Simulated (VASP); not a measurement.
# BN (e600) (P6_3mc) in VASP: further runs

The runs below take BN (e600) through single point, with PBEsol.

All numbers are computed with VASP 6.6.1; they aren't measurements. Logs are shortened: lines on timing, memory, paths and dates and some standing lists are left out, and cuts for length are marked.

**1. The cell of the first run**

Symmetry: P6_3mc, No. 186, hexagonal system. Conventional cell: a = 2.547 Å, b = 2.547 Å, c = 4.161 Å, α = 90.00°, β = 90.00°, γ = 120.00°. B (site symmetry 3m) has 4 N at 1.56 Å within 2.1 Å. N (site symmetry 3m) has 4 B at 1.56 Å within 2.1 Å.

**2. Single point, PBEsol (strained cell)**

Input file INCAR:

```
SYSTEM = BN
PREC = Accurate
ENCUT = 520
EDIFF = 1E-6
ISMEAR = 0
SIGMA = 0.02
LREAL = .False.
LASPH = .True.
NELM = 100
ALGO = Normal
ISIF = 2
LWAVE = .False.
LCHARG = .False.
GGA = PS
NBANDS = 16
```

Input file KPOINTS:

```
Automatic mesh
0
Gamma
  9 9 6
  0 0 0
```

Input file POSCAR:

```
BN
1.0
    2.5469119616      0.0000000000      0.0000000000
   -1.2734559808      2.2056904599      0.0000000000
    0.0000000000      0.0000000000      4.1606277790
B N
2 2
Direct
    0.3333333333      0.6666666667     -0.0003717541
    0.6666666667      0.3333333333      0.4996282459
    0.3333333333      0.6666666667      0.3743717541
    0.6666666667      0.3333333333      0.8743717541
```

Potentials or basis: VASP PAW PBE potentials, release 64 (B, N).

Run with:

```
> cat potpaw_PBE.64/B/POTCAR potpaw_PBE.64/N/POTCAR > POTCAR
> mpirun -np 1 vasp_std > vasp.out
```

OUTCAR:

```text
SYSTEM = BN
   PREC = Accurate
   ENCUT = 520
   EDIFF = 1E-6
   ISMEAR = 0
   LREAL = .False.
   LASPH = .True.
   NELM = 100
   ISIF = 2
   GGA = PS

 ion  position               nearest neighbor table
   1  0.333  0.667  1.000-   3 1.56   4 1.56   4 1.56   4 1.56
   2  0.667  0.333  0.500-   4 1.56   3 1.56   3 1.56   3 1.56
   3  0.333  0.667  0.374-   1 1.56   2 1.56   2 1.56   2 1.56
   4  0.667  0.333  0.874-   2 1.56   1 1.56   1 1.56   1 1.56

  LATTYP: Found a hexagonal cell.
 ALAT       =     2.5469119616
 C/A-ratio  =     1.6335970154

  Lattice vectors:

 A1 = (   2.5469119616,   0.0000000000,   0.0000000000)
 A2 = (  -1.2734559808,   2.2056904599,   0.0000000000)
 A3 = (   0.0000000000,   0.0000000000,   4.1606277790)

Analysis of symmetry for initial positions (statically):
=====================================================================
 Subroutine PRICEL returns:
 Original cell was already a primitive cell.

 Routine SETGRP: Setting up the symmetry group for a
 hexagonal supercell.

 Subroutine GETGRP returns: Found 12 space group operations
 (whereof  6 operations were pure point group operations)
 out of a pool of 24 trial point group operations.

The static configuration has the point symmetry C_3v.
 The point group associated with its full space group is C_6v.

Analysis of symmetry for dynamics (positions and initial velocities):
=====================================================================
 Subroutine PRICEL returns:
 Original cell was already a primitive cell.

 Routine SETGRP: Setting up the symmetry group for a
 hexagonal supercell.

 Subroutine GETGRP returns: Found 12 space group operations
 (whereof  6 operations were pure point group operations)
 out of a pool of 24 trial point group operations.

The dynamic configuration has the point symmetry C_3v.
 The point group associated with its full space group is C_6v.

 Subroutine INISYM returns: Found 12 space group operations
 (whereof  6 operations are pure point group operations),
 and found     1 'primitive' translations

----------------------------------------------------------------------------------------

                                     Primitive cell

  volume of cell :      23.3732

  direct lattice vectors                    reciprocal lattice vectors
     2.546911962  0.000000000  0.000000000     0.392632339  0.226686386  0.000000000
    -1.273455981  2.205690460  0.000000000     0.000000000  0.453372773  0.000000000
     0.000000000  0.000000000  4.160627779     0.000000000  0.000000000  0.240348345

  length of vectors
     2.546911962  2.546911962  4.160627779     0.453372773  0.453372773  0.240348345

  position of ions in fractional coordinates (direct lattice)
     0.333333333  0.666666667  0.999628246
     0.666666667  0.333333333  0.499628246
     0.333333333  0.666666667  0.374371754
     0.666666667  0.333333333  0.874371754

  ion indices of the primitive-cell ions
   primitive index   ion index
                 1           1
                 2           2
                 3           3
                 4           4

----------------------------------------------------------------------------------------

 KPOINTS: Automatic mesh

Automatic generation of k-mesh.
 Grid dimensions read from file:
 generate k-points for:    9    9    6

 Generating k-lattice:

  Cartesian coordinates                     Fractional coordinates (reciprocal lattice)
     0.043625815  0.025187376  0.000000000     0.111111111  0.000000000  0.000000000
     0.000000000  0.050374753  0.000000000     0.000000000  0.111111111  0.000000000
     0.000000000  0.000000000  0.040058057     0.000000000  0.000000000  0.166666667

  Length of vectors
     0.050374753  0.050374753  0.040058057

  Shift w.r.t. Gamma in fractional coordinates (k-lattice)
     0.000000000  0.000000000  0.000000000

 Subroutine IBZKPT returns following result:
 ===========================================

 Found     48 irreducible k-points:

 Following reciprocal coordinates:
            Coordinates               Weight
  0.000000  0.000000  0.000000      1.000000
  0.111111  0.000000  0.000000      6.000000
  0.222222  0.000000  0.000000      6.000000
  0.333333  0.000000  0.000000      6.000000
  0.444444  0.000000  0.000000      6.000000
  0.111111  0.111111  0.000000      6.000000
[... 16 lines left out ...]
  0.333333  0.222222  0.166667     24.000000
  0.333333  0.333333  0.166667      4.000000
 [... further k-points ...]
   k-points           NKPTS =     48   k-points in BZ     NKDIM =     48   number of bands    NBANDS=     16
   number of dos      NEDOS =    301   number of ions     NIONS =      4
   total plane-waves  NPLWV =  12800
   dimension x,y,z NGX =    20 NGY =   20 NGZ =   32
   dimension x,y,z NGXF=    40 NGYF=   40 NGZF=   64
   ions per type =               2   2
   NGX,Y,Z   is equivalent  to a cutoff of  13.05, 13.05, 12.79 a.u.
   NGXF,Y,Z  is equivalent  to a cutoff of  26.11, 26.11, 25.57 a.u.
 SYSTEM =  BN
   PREC   = accura    normal or accurate (medium, high low for compatibility)
   ISTART =      0    job   : 0-new  1-cont  2-samecut
   ICHARG =      2    charge: 1-file 2-atom 10-const
   ISPIN  =      1    spin polarized calculation?
   LNONCOLLINEAR =      F non collinear calculations
   LSORBIT =      F    spin-orbit coupling
   LASPH  =      T    aspherical Exc in radial PAW
   ENCUT  =  520.0 eV  38.22 Ry    6.18 a.u.   4.74  4.74  7.74*2*pi/ulx,y,z
   NELM   =    100;   NELMIN=  2; NELMDL= -5     # of ELM steps
   EDIFF  = 0.1E-05   stopping-criterion for ELM
   LREAL  =      F    real-space projection
   EDIFFG = 0.1E-04   stopping-criterion for IOM
   NSW    =      0    number of steps for IOM
   IBRION =     -1    ionic relax: 0-MD 1-quasi-New 2-CG
   NFREE  =      0    steps in history (QN), initial steepest desc. (CG)
   ISIF   =      2    stress and relaxation
   ISYM   =      2    0-nonsym 1-usesym 2-fastsym
   POTIM  = 0.5000    time-step for ionic-motion
   TEBEG  =    0.0;   TEEND  =   0.0 temperature during run
   PSTRESS=    0.0 pullay stress
   NELECT =      16.0000    total number of electrons
   NUPDOWN=      -1.0000    fix difference up-down
   EMIN   =  10.00;   EMAX   =-10.00  energy-range for DOS
   EFERMI =   0.00;   METHOD = LEGACY
   ISMEAR =     0;   SIGMA  =   0.02  broadening in eV -4-tet -1-fermi 0-gaus
   EFERMI_NEDOS =   21; number of points for ismear=-14 and -15
   IALGO  =     38    algorithm
   IMIX   =      4    mixing-type and parameters
     AMIX     =   0.40;   BMIX     =  1.00
     AMIX_MAG =   1.60;   BMIX_MAG =  1.00
  volume/ion in A,a.u.               =       5.84        39.43
  Fermi-wavevector in a.u.,A,eV,Ry     =   1.442810  2.726515 28.323244  2.081700
  Thomas-Fermi vector in A             =   2.561288
   LORBIT       =      0    0 simple, 1 ext, 2 COOP (PROOUT), +10 PAW based schemes
   GGA     = PS    functional components
   LHFCALC =     F    Hartree Fock is set to
   AEXX    =    0.0000 exact exchange contribution
   IVDW    =     0    specifies the selected vdW correction
   LEPSILON=     F    determine dielectric tensor
   LRPA    =     F    only Hartree local field effects (RPA)
 non-spin polarized calculation
 Gauss-broadening in eV      SIGMA  =   0.02
  energy-cutoff  :      520.00
  volume of cell :       23.37
 maximum number of plane-waves:       652
 NGX is ok and might be reduce to    20
   NGX =  9   NGY =  9   NGZ = 15

 number of electron      16.0000001 magnetization

 Free energy of the ion-electron system (eV)
  ---------------------------------------------------
  ext. energy  EPLUGINS =         0.00000000
  ---------------------------------------------------
  free energy    TOTEN  =       -36.61644418 eV

  energy without entropy =      -36.61644418  energy(sigma->0) =      -36.61644418

 E-fermi :   7.8188     XC(G=0): -13.0584

 val. band max:        7.6442304142   @ k =   0.0000   0.0000   0.0000
 cond. band min:      12.6438504711   @ k =   0.3333   0.3333   0.0000
 fundamental gap:      4.9996200569
 Fermi energy:         7.8187791076

 k-point     1 :       0.0000    0.0000    0.0000
  band No.  band energies     occupation
      1     -12.9000      2.00000
      2      -8.5322      2.00000
      3      -3.4274      2.00000
      4       5.3922      2.00000
      5       5.3922      2.00000
      6       7.4172      2.00000
[... 8 lines left out ...]
     15      19.5727      0.00000
     16      24.0128      0.00000

 k-point     2 :       0.1111    0.0000    0.0000
  band No.  band energies     occupation
      1     -12.6305      2.00000
      2      -8.3287      2.00000
      3      -3.1617      2.00000
      4       4.2104      2.00000
      5       4.9066      2.00000
      6       6.6662      2.00000
[... 8 lines left out ...]
     15      20.3434      0.00000
     16      23.5567      0.00000

 k-point     3 :       0.2222    0.0000    0.0000
  band No.  band energies     occupation
      1     -11.8374      2.00000
      2      -7.7766      2.00000
      3      -2.3840      2.00000
      4       1.7063      2.00000
      5       3.9252      2.00000
      6       4.5011      2.00000
[... 8 lines left out ...]
     15      22.1708      0.00000
     16      22.8216      0.00000

 k-point     4 :       0.3333    0.0000    0.0000
  band No.  band energies     occupation
      1     -10.5863      2.00000
      2      -7.1565      2.00000
      3      -1.2080      2.00000
      4      -0.6732      2.00000
      5       2.1334      2.00000
      6       3.0505      2.00000
[... 8 lines left out ...]
     15      23.7593      0.00000
     16      24.1526      0.00000
[... 324 lines left out ...]
 k-point    22 :       0.2222    0.2222    0.1667
  band No.  band energies     occupation
      1      -9.7349      2.00000
      2      -7.1869      2.00000
      3      -0.9842      2.00000
      4       0.0741      2.00000
      5       0.8869      2.00000
      6       2.0685      2.00000
[... 8 lines left out ...]
     15      23.0543      0.00000
     16      23.9824      0.00000

 k-point    23 :       0.3333    0.2222    0.1667
  band No.  band energies     occupation
      1      -8.4096      2.00000
      2      -7.1043      2.00000
      3      -1.6184      2.00000
      4      -0.4832      2.00000
      5       0.5403      2.00000
      6       1.9024      2.00000
[... 8 lines left out ...]
     15      23.6208      0.00000
     16      24.2489      0.00000

 k-point    24 :       0.3333    0.3333    0.1667
  band No.  band energies     occupation
      1      -7.4723      2.00000
      2      -7.4723      2.00000
      3      -1.6329      2.00000
      4      -0.2482      2.00000
      5      -0.2482      2.00000
      6       1.7686      2.00000
[... 8 lines left out ...]
     15      23.8659      0.00000
     16      23.8659      0.00000

 [... further k-points ...]

------------------------ aborting loop because EDIFF is reached ----------------------------------------

  FORCE on cell =-STRESS in cart. coord.  units (eV):
  Direction    XX          YY          ZZ          XY          YZ          ZX
  --------------------------------------------------------------------------------------
  -------------------------------------------------------------------------------------
  Total       -0.1811866     -0.1811866      1.6490181      0.0000000      0.0000000      0.0000000
  in kB      -12.4199341    -12.4199341    113.0364812      0.0000000      0.0000000      0.0000000
  external PRESSURE =      29.3988710 kB  Pullay stress =       0.0000000 kB

 VOLUME and BASIS-vectors are now :
 -----------------------------------------------------------------------------
  energy-cutoff  :      520.00
  volume of cell :       23.37
      direct lattice vectors                 reciprocal lattice vectors
     2.546911962  0.000000000  0.000000000     0.392632339  0.226686386  0.000000000
    -1.273455981  2.205690460  0.000000000     0.000000000  0.453372773  0.000000000
     0.000000000  0.000000000  4.160627779     0.000000000  0.000000000  0.240348345

 POSITION                                       TOTAL-FORCE (eV/Angst)
 -----------------------------------------------------------------------------------
     -0.00000      1.47046      4.15908         0.000000      0.000000     -0.000251
      1.27346      0.73523      2.07877         0.000000     -0.000000     -0.000251
     -0.00000      1.47046      1.55762        -0.000000      0.000000      0.000251
      1.27346      0.73523      3.63794         0.000000      0.000000      0.000251
 -----------------------------------------------------------------------------------
    total drift:                               -0.000000     -0.000000     -0.000277

  FREE ENERGIE OF THE ION-ELECTRON SYSTEM (eV)
  ---------------------------------------------------
  free  energy   TOTEN  =       -36.6164441758 eV

  energy  without entropy=      -36.6164441758  energy(sigma->0) =      -36.61644418
```

Wall time 8.4 s (1 thread of Intel Xeon Platinum 8375C at 2.90GHz (Ice Lake), shared host); peak memory 0.13 GiB.

Results:

```yaml
Free_energy: -36.6164 eV
Pressure: 2.9 GPa
Band_gap_on_the_k_mesh: 5.00 eV, indirect (least direct gap 8.18 eV)
```

Levels at points of the mesh, in eV from the valence-band top:
```
           k point  band 5  band 6  band 7  band 8  band 9  band 10  band 11  band 12
(0.00, 0.00, 0.00)   -2.25   -0.23    0.00    0.00    8.24     8.24     9.00     9.37
(0.00, 0.00, 0.50)   -1.25   -1.25   -1.25   -1.25    9.36     9.36     9.85     9.85
```

Caveat: the cell differs from its parent crystal (strained cell); the PAW data sets were made with another functional, which shifts forces and pressure a little.

**3. Single point, PBEsol (strained cell)**

Input file INCAR:

```
PREC     = Accurate       # precision mode
ENCUT    = 520            # plane-wave cutoff, eV
EDIFF    = 1E-6           # SCF threshold, eV
ISMEAR   = 0              # smearing method
SIGMA    = 0.02           # smearing width, eV
LREAL    = F              # projectors in reciprocal space
LASPH    = T              # aspherical terms in the spheres
NELM     = 60             # most SCF steps
ALGO     = Normal         # electronic algorithm
ISIF     = 2              # what is computed and relaxed
LWAVE    = F              # write WAVECAR
LCHARG   = F              # write CHGCAR
GGA      = PS             # functional
NBANDS   = 16             # bands
```

Input file KPOINTS:

```
regular mesh
0
Gamma
  9 9 6
```

Input file POSCAR:

```
BN
1.0
    2.5124009622      0.0000000000      0.0000000000
   -1.2562004811      2.1758030578      0.0000000000
    0.0000000000      0.0000000000      4.1606277790
B N
2 2
Direct
    0.3333333333      0.6666666667     -0.0000992322
    0.6666666667      0.3333333333      0.4999007678
    0.3333333333      0.6666666667      0.3740992322
    0.6666666667      0.3333333333      0.8740992322
```

Potentials or basis: VASP PAW PBE potentials, release 64 (B, N).

Run with:

```
> cat potpaw_PBE.64/B/POTCAR potpaw_PBE.64/N/POTCAR > POTCAR
> mpirun -np 1 vasp_std > vasp.out
```

Run time: 9 s. Hardware: 1 thread of Intel Xeon Platinum 8375C at 2.90GHz (Ice Lake), shared host; peak memory 0.14 GiB.

It converged, with:

| Quantity | Value |
| --- | --- |
| Free energy | -36.5901 eV |
| Pressure | 14.2 GPa |
| Largest force | 0.004 eV/Å |
| Band gap on the k mesh | 4.87 eV, indirect (least direct gap 8.37 eV) |

Forces on the atoms (eV/Å):
```
B    0.000  0.000  0.004
B    0.000  0.000  0.004
N    0.000  0.000 -0.004
N    0.000  0.000 -0.004
```

Stress tensor (GPa, compression positive):
```
14.51  0.00  0.00
 0.00 14.51  0.00
 0.00  0.00 13.53
```

Levels at points of the mesh, in eV from the valence-band top:
```tsv
k point	band 4	band 5	band 6	band 7	band 8	band 9	band 10	band 11	band 12	band 13
(0.00, 0.00, 0.00)	-2.21	-2.21	-0.32	0.00	0.00	8.46	8.46	8.72	9.97	11.28
(0.00, 0.00, 0.50)	-5.95	-1.23	-1.23	-1.23	-1.23	9.79	9.79	10.07	10.07	10.07
```

Caveat: the cell differs from its parent crystal (strained cell); the PAW data sets were made with another functional, which shifts forces and pressure a little. A k mesh can miss the band edges.
